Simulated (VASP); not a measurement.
Write the native input for VASP 6.6.1 that does the following.

```yaml
Task: single point
Functional: PBE
Potentials_or_basis: VASP PAW PBE potentials, release 64 (Co)
Cutoff: 520 eV
k_mesh: 21 × 21 × 12
Occupations: gaussian, width 0.15 eV
Spin: collinear spin, ferromagnetic start
Starting_moments: "[1.86, 1.86] μB"
Dipole_correction: no
Further_INCAR_settings: ALGO = Normal; EDIFF = 1e-06; NBANDS = 20
```

The structure of Co lies in POSCAR:

```
Co
1.0
    2.3687000000      0.0000000000      0.0000000000
   -1.1843500000      2.0513543739      0.0000000000
    0.0000000000      0.0000000000      4.1331000000
Co
2
Direct
    0.3333333333      0.6666666667      0.2500000000
    0.6666666667      0.3333333333      0.7500000000
```

One way to write it, as run:

INCAR

```
PREC = Accurate
ENCUT = 520
EDIFF = 1E-6
ISMEAR = 0
SIGMA = 0.15
LREAL = F
LASPH = T
NELM = 150
ALGO = Normal
ISIF = 2
LWAVE = F
LCHARG = F
ISPIN = 2
MAGMOM = 1.86 1.86
LORBIT = 11
LMAXMIX = 4
GGA = PE
NBANDS = 20
```

KPOINTS

```
Automatic mesh
0
Gamma
  21 21 12
```

Potentials or basis: VASP PAW PBE potentials, release 64 (Co).

The run is started by

```console
$ cat potpaw_PBE.64/Co/POTCAR > POTCAR
$ mpirun -np 1 vasp_std > vasp.out
```

Results of the run:

```yaml
Pressure: 21.1 GPa
Net_moment: 3.14 μB per cell
Site_moments: Co +1.57 μB
Valence_electrons_inside_the_program's_atomic_spheres: Co 8.44
```

Caveat: the cell stands under pressure.

It took 87 s on 1 thread of Intel(R) Xeon(R) 6975P-C (Granite Rapids), with other jobs on the host, peak memory 0.29 GiB.
